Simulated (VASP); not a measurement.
# BeS (Fm-3m) in VASP: notebook

BeS is run at these levels: PBEsol; tasks: single point.

Program: VASP 6.6.1. These are calculated values, not measurements. Logs are shortened: lines on timing, memory, paths and dates and some standing lists are left out, and cuts for length are marked.

### 1 The cell of the first run

Symmetry: Fm-3m, No. 225, cubic system. The conventional cell has a = 4.584 Å, b = 4.584 Å, c = 4.584 Å, α = 90.00°, β = 90.00°, γ = 90.00°. Be (site symmetry m-3m) has 6 S at 2.29 Å within 3.0 Å. Within 3.0 Å of S (site symmetry m-3m) lie 6 Be at 2.29 Å.

### 2 Single point, PBEsol (Ca replaced by Be, lengths x 0.829, strained)

INCAR

```
SYSTEM = BeS
  ALGO = Normal
  EDIFF = 1E-6
  ENCUT = 600
  GGA = PS
  GGA_COMPAT = .FALSE.
  ISIF = 2
  ISMEAR = 0
  LASPH = .TRUE.
  LCHARG = .FALSE.
  LREAL = .FALSE.
  LWAVE = .FALSE.
  NBANDS = 11
  NELM = 120
  PREC = Accurate
  SIGMA = 0.1
```

KPOINTS

```
k-points
0
G
  6 6 6
  0 0 0
```

POSCAR

```
BeS
1.0
    0.0000000000      2.2919933136      2.2919933136
    2.2919933136      0.0000000000      2.2919933136
    2.2919933136      2.2919933136      0.0000000000
Be S
1 1
Direct
    0.0000000000      0.0000000000      0.0000000000
    0.5000000000      0.5000000000      0.5000000000
```

Potentials or basis: VASP PAW PBE potentials, release 64 (Be, S).

On the command line:

```bash
> cat potpaw_PBE.64/Be/POTCAR potpaw_PBE.64/S/POTCAR > POTCAR
> mpirun -np 1 vasp_std > vasp.out
```

OUTCAR:

```text
SYSTEM = BeS
   EDIFF = 1E-6
   ENCUT = 600
   GGA = PS
   ISIF = 2
   ISMEAR = 0
   LASPH = .TRUE.
   LREAL = .FALSE.
   NELM = 120
   PREC = Accurate

 ion  position               nearest neighbor table
   1  0.000  0.000  0.000-   2 2.29   2 2.29   2 2.29   2 2.29   2 2.29   2 2.29
   2  0.500  0.500  0.500-   1 2.29   1 2.29   1 2.29   1 2.29   1 2.29   1 2.29

  LATTYP: Found a face centered cubic cell.
 ALAT       =     4.5839866272

  Lattice vectors:

 A1 = (   0.0000000000,   2.2919933136,   2.2919933136)
 A2 = (   2.2919933136,   0.0000000000,   2.2919933136)
 A3 = (   2.2919933136,   2.2919933136,   0.0000000000)

Analysis of symmetry for initial positions (statically):
=====================================================================
 Subroutine PRICEL returns:
 Original cell was already a primitive cell.

 Routine SETGRP: Setting up the symmetry group for a
 face centered cubic supercell.

 Subroutine GETGRP returns: Found 48 space group operations
 (whereof 48 operations were pure point group operations)
 out of a pool of 48 trial point group operations.

The static configuration has the point symmetry O_h .

Analysis of symmetry for dynamics (positions and initial velocities):
=====================================================================
 Subroutine PRICEL returns:
 Original cell was already a primitive cell.

 Routine SETGRP: Setting up the symmetry group for a
 face centered cubic supercell.

 Subroutine GETGRP returns: Found 48 space group operations
 (whereof 48 operations were pure point group operations)
 out of a pool of 48 trial point group operations.

The dynamic configuration has the point symmetry O_h .

 Subroutine INISYM returns: Found 48 space group operations
 (whereof 48 operations are pure point group operations),
 and found     1 'primitive' translations

----------------------------------------------------------------------------------------

                                     Primitive cell

  volume of cell :      24.0808

  direct lattice vectors                    reciprocal lattice vectors
     0.000000000  2.291993314  2.291993314    -0.218150724  0.218150724  0.218150724
     2.291993314  0.000000000  2.291993314     0.218150724 -0.218150724  0.218150724
     2.291993314  2.291993314  0.000000000     0.218150724  0.218150724 -0.218150724

  length of vectors
     3.241368029  3.241368029  3.241368029     0.377848137  0.377848137  0.377848137

  position of ions in fractional coordinates (direct lattice)
     0.000000000  0.000000000  0.000000000
     0.500000000  0.500000000  0.500000000

  ion indices of the primitive-cell ions
   primitive index   ion index
                 1           1
                 2           2

----------------------------------------------------------------------------------------

 KPOINTS: k-points

Automatic generation of k-mesh.
 Grid dimensions read from file:
 generate k-points for:    6    6    6

 Generating k-lattice:

  Cartesian coordinates                     Fractional coordinates (reciprocal lattice)
    -0.036358454  0.036358454  0.036358454     0.166666667  0.000000000  0.000000000
     0.036358454 -0.036358454  0.036358454     0.000000000  0.166666667  0.000000000
     0.036358454  0.036358454 -0.036358454     0.000000000  0.000000000  0.166666667

  Length of vectors
     0.062974690  0.062974690  0.062974690

  Shift w.r.t. Gamma in fractional coordinates (k-lattice)
     0.000000000  0.000000000  0.000000000

 Subroutine IBZKPT returns following result:
 ===========================================

 Found     16 irreducible k-points:

 Following reciprocal coordinates:
            Coordinates               Weight
  0.000000  0.000000  0.000000      1.000000
  0.166667  0.000000  0.000000      8.000000
  0.333333  0.000000  0.000000      8.000000
  0.500000  0.000000  0.000000      4.000000
  0.166667  0.166667  0.000000      6.000000
  0.333333  0.166667  0.000000     24.000000
[... 8 lines left out ...]
 -0.333333  0.333333  0.166667     24.000000
 -0.333333  0.500000  0.166667     12.000000
   k-points           NKPTS =     16   k-points in BZ     NKDIM =     16   number of bands    NBANDS=     11
   number of dos      NEDOS =    301   number of ions     NIONS =      2
   total plane-waves  NPLWV =  21952
   dimension x,y,z NGX =    28 NGY =   28 NGZ =   28
   dimension x,y,z NGXF=    56 NGYF=   56 NGZF=   56
   ions per type =               1   1
   NGX,Y,Z   is equivalent  to a cutoff of  14.36, 14.36, 14.36 a.u.
   NGXF,Y,Z  is equivalent  to a cutoff of  28.72, 28.72, 28.72 a.u.
 SYSTEM =  BeS
   PREC   = accura    normal or accurate (medium, high low for compatibility)
   ISTART =      0    job   : 0-new  1-cont  2-samecut
   ICHARG =      2    charge: 1-file 2-atom 10-const
   ISPIN  =      1    spin polarized calculation?
   LNONCOLLINEAR =      F non collinear calculations
   LSORBIT =      F    spin-orbit coupling
   LASPH  =      T    aspherical Exc in radial PAW
   ENCUT  =  600.0 eV  44.10 Ry    6.64 a.u.   6.47  6.47  6.47*2*pi/ulx,y,z
   NELM   =    120;   NELMIN=  2; NELMDL= -5     # of ELM steps
   EDIFF  = 0.1E-05   stopping-criterion for ELM
   LREAL  =      F    real-space projection
   EDIFFG = 0.1E-04   stopping-criterion for IOM
   NSW    =      0    number of steps for IOM
   IBRION =     -1    ionic relax: 0-MD 1-quasi-New 2-CG
   NFREE  =      0    steps in history (QN), initial steepest desc. (CG)
   ISIF   =      2    stress and relaxation
   ISYM   =      2    0-nonsym 1-usesym 2-fastsym
   POTIM  = 0.5000    time-step for ionic-motion
   TEBEG  =    0.0;   TEEND  =   0.0 temperature during run
   PSTRESS=    0.0 pullay stress
   NELECT =       8.0000    total number of electrons
   NUPDOWN=      -1.0000    fix difference up-down
   EMIN   =  10.00;   EMAX   =-10.00  energy-range for DOS
   EFERMI =   0.00;   METHOD = LEGACY
   ISMEAR =     0;   SIGMA  =   0.10  broadening in eV -4-tet -1-fermi 0-gaus
   EFERMI_NEDOS =   21; number of points for ismear=-14 and -15
   IALGO  =     38    algorithm
   IMIX   =      4    mixing-type and parameters
     AMIX     =   0.40;   BMIX     =  1.00
     AMIX_MAG =   1.60;   BMIX_MAG =  1.00
  volume/ion in A,a.u.               =      12.04        81.25
  Fermi-wavevector in a.u.,A,eV,Ry     =   1.133831  2.142629 17.491265  1.285572
  Thomas-Fermi vector in A             =   2.270534
   LORBIT       =      0    0 simple, 1 ext, 2 COOP (PROOUT), +10 PAW based schemes
   GGA     = PS    functional components
   LHFCALC =     F    Hartree Fock is set to
   AEXX    =    0.0000 exact exchange contribution
   IVDW    =     0    specifies the selected vdW correction
   LEPSILON=     F    determine dielectric tensor
   LRPA    =     F    only Hartree local field effects (RPA)
 non-spin polarized calculation
 Gauss-broadening in eV      SIGMA  =   0.10
  energy-cutoff  :      600.00
  volume of cell :       24.08
 maximum number of plane-waves:       821
 NGX is ok and might be reduce to    28
   NGX = 13   NGY = 13   NGZ = 13

 number of electron       8.0000000 magnetization

 Free energy of the ion-electron system (eV)
  ---------------------------------------------------
  ext. energy  EPLUGINS =         0.00000000
  ---------------------------------------------------
  free energy    TOTEN  =        -9.56783625 eV

  energy without entropy =       -9.56783625  energy(sigma->0) =       -9.56783625

 E-fermi :   7.4698     XC(G=0): -10.8544

 val. band max:        6.9827313727   @ k =  -0.1667   0.1667   0.0000
 cond. band min:       7.9582419194   @ k =   0.5000   0.5000   0.0000
 fundamental gap:      0.9755105467
 Fermi energy:         7.4698137006

 k-point     1 :       0.0000    0.0000    0.0000
  band No.  band energies     occupation
      1      -8.4170      2.00000
      2       6.6805      2.00000
      3       6.6805      2.00000
      4       6.6805      2.00000
      5      12.5936      0.00000
      6      15.6998      0.00000
      7      15.6998      0.00000
      8      15.6998      0.00000
      9      16.7044      0.00000
     10      16.7044      0.00000
     11      16.7044      0.00000

 k-point     2 :       0.1667    0.0000    0.0000
  band No.  band energies     occupation
      1      -7.9951      2.00000
      2       4.4698      2.00000
      3       6.5681      2.00000
      4       6.5681      2.00000
      5      12.7773      0.00000
      6      14.0212      0.00000
      7      14.0212      0.00000
      8      15.8443      0.00000
      9      16.9276      0.00000
     10      16.9276      0.00000
     11      17.3697      0.00000

 k-point     3 :       0.3333    0.0000    0.0000
  band No.  band energies     occupation
      1      -6.8803      2.00000
      2       1.1520      2.00000
      3       6.4507      2.00000
      4       6.4507      2.00000
      5      11.5663      0.00000
      6      11.7012      0.00000
      7      11.7012      0.00000
      8      17.3045      0.00000
      9      19.4288      0.00000
     10      19.8062      0.00000
     11      19.8062      0.00000

 k-point     4 :       0.5000    0.0000    0.0000
  band No.  band energies     occupation
      1      -6.0235      2.00000
      2      -0.5326      2.00000
      3       6.4491      2.00000
      4       6.4491      2.00000
      5      10.8273      0.00000
      6      10.8273      0.00000
      7      11.0730      0.00000
      8      17.4430      0.00000
      9      22.6473      0.00000
     10      22.6473      0.00000
     11      22.9041      0.00000
[... 127 lines left out ...]
 k-point    14 :       0.5000    0.3333    0.1667
  band No.  band energies     occupation
      1      -5.9386      2.00000
      2       1.4173      2.00000
      3       2.8529      2.00000
      4       4.6837      2.00000
      5      10.5679      0.00000
      6      13.1802      0.00000
      7      14.3089      0.00000
      8      17.5722      0.00000
      9      18.5095      0.00000
     10      22.8120      0.00000
     11      22.8843      0.00000

 k-point    15 :      -0.3333    0.3333    0.1667
  band No.  band energies     occupation
      1      -5.2181      2.00000
      2       0.5138      2.00000
      3       2.2692      2.00000
      4       4.0077      2.00000
      5      11.5954      0.00000
      6      11.9616      0.00000
      7      16.2176      0.00000
      8      17.2873      0.00000
      9      19.6154      0.00000
     10      19.9682      0.00000
     11      24.4023      0.00000

 k-point    16 :      -0.3333    0.5000    0.1667
  band No.  band energies     occupation
      1      -4.8612      2.00000
      2       0.5123      2.00000
      3       2.2459      2.00000
      4       3.0332      2.00000
      5      10.1532      0.00000
      6      13.7476      0.00000
      7      14.7504      0.00000
      8      18.7263      0.00000
      9      19.6753      0.00000
     10      21.8343      0.00000
     11      25.3287      0.00000

------------------------ aborting loop because EDIFF is reached ----------------------------------------

  FORCE on cell =-STRESS in cart. coord.  units (eV):
  Direction    XX          YY          ZZ          XY          YZ          ZX
  --------------------------------------------------------------------------------------
  -------------------------------------------------------------------------------------
  Total        0.1280259      0.1280259      0.1280259     -0.0000000     -0.0000000      0.0000000
  in kB        8.5180136      8.5180136      8.5180136     -0.0000000     -0.0000000      0.0000000
  external PRESSURE =       8.5180136 kB  Pullay stress =       0.0000000 kB

 VOLUME and BASIS-vectors are now :
 -----------------------------------------------------------------------------
  energy-cutoff  :      600.00
  volume of cell :       24.08
      direct lattice vectors                 reciprocal lattice vectors
     0.000000000  2.291993314  2.291993314    -0.218150724  0.218150724  0.218150724
     2.291993314  0.000000000  2.291993314     0.218150724 -0.218150724  0.218150724
     2.291993314  2.291993314  0.000000000     0.218150724  0.218150724 -0.218150724

 POSITION                                       TOTAL-FORCE (eV/Angst)
 -----------------------------------------------------------------------------------
      0.00000      0.00000      0.00000         0.000000      0.000000      0.000000
      2.29199      2.29199      2.29199        -0.000000     -0.000000     -0.000000
 -----------------------------------------------------------------------------------
    total drift:                                0.000000      0.000000      0.000000

  FREE ENERGIE OF THE ION-ELECTRON SYSTEM (eV)
  ---------------------------------------------------
  free  energy   TOTEN  =        -9.5678362481 eV

  energy  without entropy=       -9.5678362481  energy(sigma->0) =       -9.56783625
```

It took 8.3 s on 1 thread of Intel Xeon Platinum 8259CL at 2.50GHz (Skylake/Cascade Lake), shared host; peak memory 0.14 GiB.

What came out:

```
Free energy            : -9.5678 eV
Pressure               : 0.9 GPa
Band gap on the k mesh : 0.98 eV, indirect (least direct gap 4.31 eV)
```

Caveat: the cell differs from its parent crystal (Ca replaced by Be, lengths x 0.829, strained); the PAW data sets were made with another functional, which shifts forces and pressure a little. A k mesh can miss the band edges.

### 3 Single point, PBEsol (Ca replaced by Be, lengths x 0.829, strained)

INCAR

```
SYSTEM = BeS
ALGO = Normal
EDIFF = 1E-6
ENCUT = 600
GGA = PS
GGA_COMPAT = .FALSE.
ISIF = 2
ISMEAR = 0
LASPH = .TRUE.
LCHARG = .FALSE.
LREAL = .FALSE.
LWAVE = .FALSE.
NBANDS = 11
NELM = 120
PREC = Accurate
SIGMA = 0.02
```

KPOINTS

```
k-points
0
G
  10 10 10
  0 0 0
```

POSCAR is that of step 2.

Potentials or basis: VASP PAW PBE potentials, release 64 (Be, S).

On the command line:

```bash
> cat potpaw_PBE.64/Be/POTCAR potpaw_PBE.64/S/POTCAR > POTCAR
> mpirun -np 1 vasp_std > vasp.out
```

OUTCAR:

```text
SYSTEM = BeS
   EDIFF = 1E-6
   ENCUT = 600
   GGA = PS
   ISIF = 2
   ISMEAR = 0
   LASPH = .TRUE.
   LREAL = .FALSE.
   NELM = 120
   PREC = Accurate

 ion  position               nearest neighbor table
   1  0.000  0.000  0.000-   2 2.29   2 2.29   2 2.29   2 2.29   2 2.29   2 2.29
   2  0.500  0.500  0.500-   1 2.29   1 2.29   1 2.29   1 2.29   1 2.29   1 2.29

  LATTYP: Found a face centered cubic cell.
 ALAT       =     4.5839866272

  Lattice vectors:

 A1 = (   0.0000000000,   2.2919933136,   2.2919933136)
 A2 = (   2.2919933136,   0.0000000000,   2.2919933136)
 A3 = (   2.2919933136,   2.2919933136,   0.0000000000)

Analysis of symmetry for initial positions (statically):
=====================================================================
 Subroutine PRICEL returns:
 Original cell was already a primitive cell.

 Routine SETGRP: Setting up the symmetry group for a
 face centered cubic supercell.

 Subroutine GETGRP returns: Found 48 space group operations
 (whereof 48 operations were pure point group operations)
 out of a pool of 48 trial point group operations.

The static configuration has the point symmetry O_h .

Analysis of symmetry for dynamics (positions and initial velocities):
[... 164 lines left out ...]
 fundamental gap:      1.0270393223
 Fermi energy:         7.1106554363

 k-point     1 :       0.0000    0.0000    0.0000
  band No.  band energies     occupation
      1      -8.4243      2.00000
      2       6.6722      2.00000
      3       6.6722      2.00000
      4       6.6722      2.00000
      5      12.5885      0.00000
      6      15.6966      0.00000
      7      15.6966      0.00000
      8      15.6966      0.00000
      9      16.7057      0.00000
     10      16.7057      0.00000
     11      16.7057      0.00000
[... 309 lines left out ...]
 k-point    24 :       0.4000    0.3000    0.0000
  band No.  band energies     occupation
      1      -6.0379      2.00000
      2       1.5755      2.00000
      3       3.7819      2.00000
      4       4.2172      2.00000
      5       8.9413      0.00000
      6      12.1871      0.00000
      7      16.8714      0.00000
      8      17.2913      0.00000
      9      19.0785      0.00000
     10      22.7113      0.00000
     11      24.3534      0.00000

 [... further k-points ...]
[... 5 lines left out ...]
  --------------------------------------------------------------------------------------
  -------------------------------------------------------------------------------------
  Total        0.0913077      0.0913077      0.0913077      0.0000000      0.0000000     -0.0000000
  in kB        6.0750201      6.0750201      6.0750201      0.0000000      0.0000000     -0.0000000
  external PRESSURE =       6.0750201 kB  Pullay stress =       0.0000000 kB

 VOLUME and BASIS-vectors are now :
 -----------------------------------------------------------------------------
  energy-cutoff  :      600.00
  volume of cell :       24.08
      direct lattice vectors                 reciprocal lattice vectors
     0.000000000  2.291993314  2.291993314    -0.218150724  0.218150724  0.218150724
     2.291993314  0.000000000  2.291993314     0.218150724 -0.218150724  0.218150724
     2.291993314  2.291993314  0.000000000     0.218150724  0.218150724 -0.218150724

 POSITION                                       TOTAL-FORCE (eV/Angst)
 -----------------------------------------------------------------------------------
      0.00000      0.00000      0.00000         0.000000     -0.000000     -0.000000
      2.29199      2.29199      2.29199        -0.000000      0.000000      0.000000
 -----------------------------------------------------------------------------------
    total drift:                                0.000000      0.000000      0.000000

  FREE ENERGIE OF THE ION-ELECTRON SYSTEM (eV)
  ---------------------------------------------------
  free  energy   TOTEN  =        -9.5855976163 eV

  energy  without entropy=       -9.5855976163  energy(sigma->0) =       -9.58559762
```

OSZICAR:

```text
N       E                     dE             d eps       ncg     rms          rms(c)
DAV:   1     0.211858339394E+02    0.21186E+02   -0.43700E+03  1034   0.720E+02
DAV:   2    -0.842807619885E+01   -0.29614E+02   -0.27811E+02  1406   0.125E+02
DAV:   3    -0.965331475803E+01   -0.12252E+01   -0.12223E+01  1345   0.238E+01
DAV:   4    -0.965988855756E+01   -0.65738E-02   -0.65724E-02  1319   0.201E+00
DAV:   5    -0.965993043553E+01   -0.41878E-04   -0.41877E-04  1332   0.148E-01    0.648E+00
DAV:   6    -0.959181968318E+01    0.68111E-01   -0.14448E-01  1218   0.157E+00    0.427E+00
DAV:   7    -0.958621771434E+01    0.56020E-02   -0.53964E-02  1397   0.107E+00    0.132E+00
DAV:   8    -0.958558974451E+01    0.62797E-03   -0.54273E-03  1201   0.341E-01    0.110E-01
DAV:   9    -0.958559353812E+01   -0.37936E-05   -0.13433E-04  1236   0.781E-02    0.178E-02
DAV:  10    -0.958559865015E+01   -0.51120E-05   -0.50264E-06  1291   0.180E-02    0.228E-02
DAV:  11    -0.958559758874E+01    0.10614E-05   -0.19943E-06   773   0.599E-03    0.390E-03
DAV:  12    -0.958559761631E+01   -0.27574E-07   -0.74406E-08   610   0.214E-03
   1 F= -.95855976E+01 E0= -.95855976E+01  d E =-.321680E-38
```

Wall time 20 s (1 thread of Intel Xeon Platinum 8259CL at 2.50GHz (Skylake/Cascade Lake), shared host); peak memory 0.15 GiB.

Results:

```
Free energy            : -9.5856 eV
Pressure               : 0.6 GPa
Band gap on the k mesh : 1.03 eV, indirect (least direct gap 4.31 eV)
```

Caveat: the cell differs from its parent crystal (Ca replaced by Be, lengths x 0.829, strained); the PAW data sets were made with another functional, which shifts forces and pressure a little.

(Part 1 of 2 ends here.)
